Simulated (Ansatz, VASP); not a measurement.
**One calculation of Pd, two programs**

```
CELL_PARAMETERS angstrom
-1.55103 1.55103 1.55103
1.55103 -1.55103 1.55103
1.55103 1.55103 -1.55103
ATOMIC_POSITIONS crystal
Pd 0.00000 0.00000 0.00000
```

Alike in both runs: task single point; functional r2SCAN; k mesh 10 × 10 × 10; occupations fermi-dirac, width 0.05 eV; no spin polarisation.

```csv
,VASP,Ansatz
version,VASP 6.6.1,Ansatz 0.2.0
potentials or method,"VASP PAW PBE potentials, release 64 (Pd), cutoff 520 eV","plane waves, PAW"
valence electrons in the cell,10,18
```

```csv
,VASP,Ansatz,Ansatz less VASP
pressure (GPa),2.1,1.4,-0.67
```

VASP's potentials were made for PBE, not for r2SCAN. VASP's potentials hold 10 valence electrons a cell and Ansatz's 18, so a difference there can come from the potentials and not from the codes.
